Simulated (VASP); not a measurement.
# I (P4/mmm) in VASP: further runs

The runs below take I through single point, relaxation of cell and atoms, with PBE.

Program: VASP 6.6.1. These are calculated values, not measurements. Logs are shortened: lines on timing, memory, paths and dates and some standing lists are left out, and cuts for length are marked.

## (1) The cell of the first run

Symmetry: P4/mmm, No. 123, tetragonal system. Conventional cell: a = 3.238 Å, b = 3.238 Å, c = 5.131 Å, α = 90.00°, β = 90.00°, γ = 90.00°. Within 4.3 Å of I (site symmetry 4/mmm) lie 4 I at 3.24 Å.

## (2) Single point, PBE

INCAR

```
SYSTEM = I
PREC = Accurate
ENCUT = 520
EDIFF = 1E-7
ISMEAR = 0
SIGMA = 0.1
LREAL = .FALSE.
LASPH = .TRUE.
NELM = 100
ALGO = Normal
ISIF = 2
LWAVE = .FALSE.
LCHARG = .FALSE.
GGA = PE
NBANDS = 10
```

KPOINTS

```
Automatic mesh
0
G
  18 18 12
  0 0 0
```

POSCAR

```
I
1.0
    3.2379526851      0.0000000000      0.0000000000
    0.0000000000      3.2379526851      0.0000000000
    0.0000000000      0.0000000000      5.1311765224
I
1
Direct
    0.5000000000      0.5000000000      0.0000000000
```

Potentials or basis: VASP PAW PBE potentials, release 64 (I).

The run is started by

```bash
$ cat potpaw_PBE.64/I/POTCAR > POTCAR
$ mpirun -np 1 vasp_std > vasp.out
```

OUTCAR:

```text
SYSTEM = I
   PREC = Accurate
   ENCUT = 520
   EDIFF = 1E-7
   ISMEAR = 0
   LREAL = .FALSE.
   LASPH = .TRUE.
   NELM = 100
   ISIF = 2
   GGA = PE

 ion  position               nearest neighbor table
   1  0.500  0.500  0.000-

  LATTYP: Found a simple tetragonal cell.
 ALAT       =     3.2379526851
 C/A-ratio  =     1.5846978080

  Lattice vectors:

 A1 = (   3.2379526851,   0.0000000000,   0.0000000000)
 A2 = (   0.0000000000,   3.2379526851,   0.0000000000)
 A3 = (   0.0000000000,   0.0000000000,   5.1311765224)

Analysis of symmetry for initial positions (statically):
=====================================================================
 Subroutine PRICEL returns:
 Original cell was already a primitive cell.

 Routine SETGRP: Setting up the symmetry group for a
 simple tetragonal supercell.

 Subroutine GETGRP returns: Found 16 space group operations
 (whereof 16 operations were pure point group operations)
 out of a pool of 16 trial point group operations.

The static configuration has the point symmetry D_4h.

Analysis of symmetry for dynamics (positions and initial velocities):
=====================================================================
 Subroutine PRICEL returns:
 Original cell was already a primitive cell.

 Routine SETGRP: Setting up the symmetry group for a
 simple tetragonal supercell.

 Subroutine GETGRP returns: Found 16 space group operations
 (whereof 16 operations were pure point group operations)
 out of a pool of 16 trial point group operations.

The dynamic configuration has the point symmetry D_4h.

 Subroutine INISYM returns: Found 16 space group operations
 (whereof 16 operations are pure point group operations),
 and found     1 'primitive' translations

----------------------------------------------------------------------------------------

                                     Primitive cell

  volume of cell :      53.7970

  direct lattice vectors                    reciprocal lattice vectors
     3.237952685  0.000000000  0.000000000     0.308837126  0.000000000  0.000000000
     0.000000000  3.237952685  0.000000000     0.000000000  0.308837126  0.000000000
     0.000000000  0.000000000  5.131176522     0.000000000  0.000000000  0.194887078

  length of vectors
     3.237952685  3.237952685  5.131176522     0.308837126  0.308837126  0.194887078

  position of ions in fractional coordinates (direct lattice)
     0.500000000  0.500000000  0.000000000

  ion indices of the primitive-cell ions
   primitive index   ion index
                 1           1

----------------------------------------------------------------------------------------

 KPOINTS: Automatic mesh

Automatic generation of k-mesh.
 Grid dimensions read from file:
 generate k-points for:   18   18   12

 Generating k-lattice:

  Cartesian coordinates                     Fractional coordinates (reciprocal lattice)
     0.017157618  0.000000000  0.000000000     0.055555556  0.000000000  0.000000000
     0.000000000  0.017157618  0.000000000     0.000000000  0.055555556  0.000000000
     0.000000000  0.000000000  0.016240590     0.000000000  0.000000000  0.083333333

  Length of vectors
     0.017157618  0.017157618  0.016240590

  Shift w.r.t. Gamma in fractional coordinates (k-lattice)
     0.000000000  0.000000000  0.000000000

 Subroutine IBZKPT returns following result:
 ===========================================

 Found    385 irreducible k-points:

 Following reciprocal coordinates:
            Coordinates               Weight
  0.000000  0.000000  0.000000      1.000000
  0.055556  0.000000  0.000000      4.000000
  0.111111  0.000000  0.000000      4.000000
  0.166667  0.000000  0.000000      4.000000
  0.222222  0.000000  0.000000      4.000000
  0.277778  0.000000  0.000000      4.000000
[... 16 lines left out ...]
  0.277778  0.111111  0.000000      8.000000
  0.333333  0.111111  0.000000      8.000000
 [... further k-points ...]
   k-points           NKPTS =    385   k-points in BZ     NKDIM =    385   number of bands    NBANDS=     10
   number of dos      NEDOS =    301   number of ions     NIONS =      1
   total plane-waves  NPLWV =  23040
   dimension x,y,z NGX =    24 NGY =   24 NGZ =   40
   dimension x,y,z NGXF=    48 NGYF=   48 NGZF=   80
   ions per type =               1
   NGX,Y,Z   is equivalent  to a cutoff of  12.32, 12.32, 12.96 a.u.
   NGXF,Y,Z  is equivalent  to a cutoff of  24.64, 24.64, 25.92 a.u.
 SYSTEM =  I
   PREC   = accura    normal or accurate (medium, high low for compatibility)
   ISTART =      0    job   : 0-new  1-cont  2-samecut
   ICHARG =      2    charge: 1-file 2-atom 10-const
   ISPIN  =      1    spin polarized calculation?
   LNONCOLLINEAR =      F non collinear calculations
   LSORBIT =      F    spin-orbit coupling
   LASPH  =      T    aspherical Exc in radial PAW
   ENCUT  =  520.0 eV  38.22 Ry    6.18 a.u.   6.02  6.02  9.54*2*pi/ulx,y,z
   NELM   =    100;   NELMIN=  2; NELMDL= -5     # of ELM steps
   EDIFF  = 0.1E-06   stopping-criterion for ELM
   LREAL  =      F    real-space projection
   EDIFFG = 0.1E-05   stopping-criterion for IOM
   NSW    =      0    number of steps for IOM
   IBRION =     -1    ionic relax: 0-MD 1-quasi-New 2-CG
   NFREE  =      0    steps in history (QN), initial steepest desc. (CG)
   ISIF   =      2    stress and relaxation
   ISYM   =      2    0-nonsym 1-usesym 2-fastsym
   POTIM  = 0.5000    time-step for ionic-motion
   TEBEG  =    0.0;   TEEND  =   0.0 temperature during run
   PSTRESS=    0.0 pullay stress
   NELECT =       7.0000    total number of electrons
   NUPDOWN=      -1.0000    fix difference up-down
   EMIN   =  10.00;   EMAX   =-10.00  energy-range for DOS
   EFERMI =   0.00;   METHOD = LEGACY
   ISMEAR =     0;   SIGMA  =   0.10  broadening in eV -4-tet -1-fermi 0-gaus
   EFERMI_NEDOS =   21; number of points for ismear=-14 and -15
   IALGO  =     38    algorithm
   IMIX   =      4    mixing-type and parameters
     AMIX     =   0.40;   BMIX     =  1.00
     AMIX_MAG =   1.60;   BMIX_MAG =  1.00
  volume/ion in A,a.u.               =      53.80       363.04
  Fermi-wavevector in a.u.,A,eV,Ry     =   0.829573  1.567667  9.363423  0.688192
  Thomas-Fermi vector in A             =   1.942144
   LORBIT       =      0    0 simple, 1 ext, 2 COOP (PROOUT), +10 PAW based schemes
   GGA     = PE    functional components
   LHFCALC =     F    Hartree Fock is set to
   AEXX    =    0.0000 exact exchange contribution
   IVDW    =     0    specifies the selected vdW correction
   LEPSILON=     F    determine dielectric tensor
   LRPA    =     F    only Hartree local field effects (RPA)
 non-spin polarized calculation
 Gauss-broadening in eV      SIGMA  =   0.10
  energy-cutoff  :      520.00
  volume of cell :       53.80
 maximum number of plane-waves:      1468
   NGX = 13   NGY = 13   NGZ = 19

 number of electron       7.0000001 magnetization

 Free energy of the ion-electron system (eV)
  ---------------------------------------------------
  ext. energy  EPLUGINS =         0.00000000
  ---------------------------------------------------
  free energy    TOTEN  =        -1.41516321 eV

  energy without entropy =       -1.41144365  energy(sigma->0) =       -1.41330343

 E-fermi :   1.1601     XC(G=0):  -6.8142

 val. band max:        1.1538345157   @ k =   0.5000   0.1667   0.5000
 cond. band min:       1.1850914429   @ k =   0.1667   0.1111   0.0000
 fundamental gap:      0.0312569273
 Fermi energy:         1.1600694366

 k-point     1 :       0.0000    0.0000    0.0000
  band No.  band energies     occupation
      1     -12.4069      2.00000
      2      -1.5061      2.00000
      3       2.0324      0.00000
      4       2.0324      0.00000
      5       5.1624      0.00000
      6       8.4196      0.00000
      7       8.9021      0.00000
      8      13.9723      0.00000
      9      15.1028      0.00000
     10      15.1028      0.00000

 k-point     2 :       0.0556    0.0000    0.0000
  band No.  band energies     occupation
      1     -12.3770      2.00000
      2      -1.4765      2.00000
      3       1.7201      0.00000
      4       2.0572      0.00000
      5       5.2125      0.00000
      6       8.5768      0.00000
      7       9.1576      0.00000
      8      13.3644      0.00000
      9      15.1328      0.00000
     10      15.1598      0.00000

 k-point     3 :       0.1111    0.0000    0.0000
  band No.  band energies     occupation
      1     -12.2889      2.00000
      2      -1.3896      2.00000
      3       0.9556      1.99617
      4       2.1299      0.00000
      5       5.3516      0.00000
      6       8.7592      0.00000
      7      10.0433      0.00000
      8      12.2928      0.00000
      9      15.2218      0.00000
     10      15.2814      0.00000

 k-point     4 :       0.1667    0.0000    0.0000
  band No.  band energies     occupation
      1     -12.1472      2.00000
      2      -1.2504      2.00000
      3       0.0045      2.00000
      4       2.2448      0.00000
      5       5.5706      0.00000
      6       8.9477      0.00000
      7      11.1999      0.00000
      8      11.2736      0.00000
      9      15.3529      0.00000
     10      15.3699      0.00000

 k-point     5 :       0.2222    0.0000    0.0000
  band No.  band energies     occupation
      1     -11.9607      2.00000
      2      -1.0687      2.00000
      3      -0.9706      2.00000
      4       2.3921      0.00000
      5       5.8693      0.00000
      6       9.1841      0.00000
      7      10.1792      0.00000
      8      12.3729      0.00000
      9      14.5272      0.00000
     10      15.3361      0.00000

 k-point     6 :       0.2778    0.0000    0.0000
  band No.  band energies     occupation
      1     -11.7439      2.00000
      2      -1.8814      2.00000
      3      -0.8594      2.00000
      4       2.5575      0.00000
      5       6.2477      0.00000
      6       9.2700      0.00000
      7       9.4686      0.00000
      8      12.2741      0.00000
      9      14.5198      0.00000
     10      14.8589      0.00000

 k-point     7 :       0.3333    0.0000    0.0000
  band No.  band energies     occupation
      1     -11.5185      2.00000
      2      -2.6695      2.00000
      3      -0.6444      2.00000
      4       2.7224      0.00000
      5       6.7031      0.00000
      6       8.5044      0.00000
      7       9.7819      0.00000
      8      11.4421      0.00000
      9      13.8495      0.00000
     10      14.7867      0.00000

 k-point     8 :       0.3889    0.0000    0.0000
  band No.  band energies     occupation
      1     -11.3149      2.00000
      2      -3.2852      2.00000
      3      -0.4527      2.00000
      4       2.8646      0.00000
      5       7.2260      0.00000
      6       7.9167      0.00000
      7      10.0277      0.00000
      8      10.6432      0.00000
      9      13.3435      0.00000
     10      14.1949      0.00000

 k-point     9 :       0.4444    0.0000    0.0000
  band No.  band energies     occupation
      1     -11.1699      2.00000
      2      -3.6809      2.00000
      3      -0.3179      2.00000
      4       2.9617      0.00000
      5       7.5433      0.00000
      6       7.7773      0.00000
      7       9.6397      0.00000
      8      10.5266      0.00000
      9      13.0271      0.00000
     10      13.7184      0.00000
[... 118 lines left out ...]
 k-point    19 :       0.5000    0.0556    0.0000
  band No.  band energies     occupation
      1     -11.0869      2.00000
      2      -3.7892      2.00000
      3      -0.2413      2.00000
      4       2.7225      0.00000
      5       7.4519      0.00000
      6       8.1566      0.00000
      7       9.2511      0.00000
      8      10.9650      0.00000
      9      11.8968      0.00000
     10      14.6795      0.00000

 k-point    20 :       0.1111    0.1111    0.0000
  band No.  band energies     occupation
      1     -12.1708      2.00000
      2      -1.2736      2.00000
      3       1.0508      1.87781
      4       1.0703      1.79594
      5       5.5389      0.00000
      6       9.9450      0.00000
      7      10.2862      0.00000
      8      12.0163      0.00000
      9      13.2081      0.00000
     10      15.5517      0.00000

 k-point    21 :       0.1667    0.1111    0.0000
  band No.  band energies     occupation
      1     -12.0291      2.00000
      2      -1.1351      2.00000
      3       0.1129      2.00000
      4       1.1851      0.72344
      5       5.7555      0.00000
      6      10.2356      0.00000
      7      11.2315      0.00000
      8      11.3199      0.00000
      9      13.0214      0.00000
     10      14.6238      0.00000

 k-point    22 :       0.2222    0.1111    0.0000
  band No.  band energies     occupation
      1     -11.8426      2.00000
      2      -0.9543      2.00000
      3      -0.8598      2.00000
      4       1.3460      0.00856
      5       6.0505      0.00000
      6      10.2815      0.00000
      7      10.4084      0.00000
      8      12.2157      0.00000
      9      13.1573      0.00000
     10      13.9370      0.00000

 k-point    23 :       0.2778    0.1111    0.0000
  band No.  band energies     occupation
      1     -11.6258      2.00000
      2      -1.7692      2.00000
      3      -0.7462      2.00000
      4       1.5288      0.00000
      5       6.4234      0.00000
      6       9.3962      0.00000
      7      10.5514      0.00000
      8      12.1021      0.00000
      9      13.0900      0.00000
     10      13.3979      0.00000

 k-point    24 :       0.3333    0.1111    0.0000
  band No.  band energies     occupation
      1     -11.4003      2.00000
      2      -2.5566      2.00000
      3      -0.5326      2.00000
      4       1.7136      0.00000
      5       6.8713      0.00000
      6       8.6419      0.00000
      7      10.5236      0.00000
      8      11.6792      0.00000
      9      12.2621      0.00000
     10      13.6840      0.00000

 [... further k-points ...]
[... 5 lines left out ...]
  --------------------------------------------------------------------------------------
  -------------------------------------------------------------------------------------
  Total       -0.0104856     -0.0104856      0.0051631      0.0000000      0.0000000      0.0000000
  in kB       -0.3122801     -0.3122801      0.1537683      0.0000000      0.0000000      0.0000000
  external PRESSURE =      -0.1569306 kB  Pullay stress =       0.0000000 kB

 VOLUME and BASIS-vectors are now :
 -----------------------------------------------------------------------------
  energy-cutoff  :      520.00
  volume of cell :       53.80
      direct lattice vectors                 reciprocal lattice vectors
     3.237952685  0.000000000  0.000000000     0.308837126  0.000000000  0.000000000
     0.000000000  3.237952685  0.000000000     0.000000000  0.308837126  0.000000000
     0.000000000  0.000000000  5.131176522     0.000000000  0.000000000  0.194887078

 POSITION                                       TOTAL-FORCE (eV/Angst)
 -----------------------------------------------------------------------------------
      1.61898      1.61898      0.00000         0.000000      0.000000      0.000000
 -----------------------------------------------------------------------------------
    total drift:                               -0.000000     -0.000000     -0.000000

  FREE ENERGIE OF THE ION-ELECTRON SYSTEM (eV)
  ---------------------------------------------------
  free  energy   TOTEN  =        -1.4151632125 eV

  energy  without entropy=       -1.4114436527  energy(sigma->0) =       -1.41330343
```

Run time: 36 s. Hardware: 1 thread of Intel Xeon 6975P-C (Granite Rapids), shared host; peak memory 0.3 GiB.

Results:

| Item | Value |
| --- | --- |
| Free energy | -1.4152 eV |
| Pressure | 0.0 GPa |

Caveat: spin-orbit coupling is left out, which moves the levels of the heavy elements; an odd number of electrons without spin polarisation forces a metal; a magnetic or distorted state may lie lower.

## (3) Relaxation of cell and atoms, PBE

INCAR

```
ALGO = Normal
EDIFF = 1E-7
EDIFFG = -0.01
ENCUT = 600
GGA = PE
IBRION = 2
ISIF = 3
ISMEAR = 0
LASPH = True
LCHARG = False
LREAL = False
LWAVE = False
NELM = 100
NSW = 100
PREC = Accurate
SIGMA = 0.1
```

KPOINTS

```
k-points
0
Gamma
  18 18 12
```

POSCAR is that of step 2.

Potentials or basis: VASP PAW PBE potentials, release 64 (I).

The run is started by

```bash
$ cat potpaw_PBE.64/I/POTCAR > POTCAR
$ mpirun -np 1 vasp_std > vasp.out
```

It took 77 s on 1 thread of Intel Xeon 6975P-C (Granite Rapids), shared host; peak memory 0.32 GiB.

Results (log left out):

| Item | Value |
| --- | --- |
| Free energy | -1.4151 eV |
| Relaxed volume | 53.75 Å³/atom |
| Relaxed cell | a = 3.236 Å, b = 3.236 Å, c = 5.132 Å, α = 90.00°, β = 90.00°, γ = 90.00° |
| Space group after relaxing (to 0.05 Å) | P4/mmm (No. 123) |
| Energy gained by relaxing | 0.0 meV/atom |
| Ionic steps | 2 |
| Pressure after relaxing | 0.0 GPa |

Final structure:
```
CELL_PARAMETERS angstrom
3.23628 0.00000 0.00000
0.00000 3.23628 0.00000
0.00000 0.00000 5.13236
ATOMIC_POSITIONS crystal
I 0.50000 0.50000 0.00000
```

Levels at points of the mesh, in eV from the Fermi level:
| k point | band 1 | band 2 | band 3 | band 4 | band 5 | band 6 | band 7 |
| --- | --- | --- | --- | --- | --- | --- | --- |
| (0.00, 0.00, 0.00) | -13.58 | -2.67 | 0.87 | 0.87 | 4.00 | 7.26 | 7.74 |
| (0.50, 0.00, 0.00) | -12.28 | -4.99 | -1.43 | 1.84 | 6.25 | 6.95 | 8.09 |
| (0.50, 0.50, 0.00) | -10.98 | -3.79 | -3.79 | -0.31 | 4.08 | 8.31 | 8.31 |
| (0.00, 0.00, 0.50) | -13.55 | -3.17 | 0.89 | 0.89 | 7.18 | 7.33 | 7.80 |
| (0.50, 0.00, 0.50) | -12.26 | -4.95 | -1.79 | 1.85 | 4.73 | 9.50 | 10.23 |
| (0.50, 0.50, 0.50) | -10.96 | -3.76 | -3.76 | -0.57 | 4.25 | 7.13 | 7.13 |

Caveat: spin-orbit coupling is left out, which moves the levels of the heavy elements; an odd number of electrons without spin polarisation forces a metal; a magnetic or distorted state may lie lower.

(Continued in part 2 of 3.)
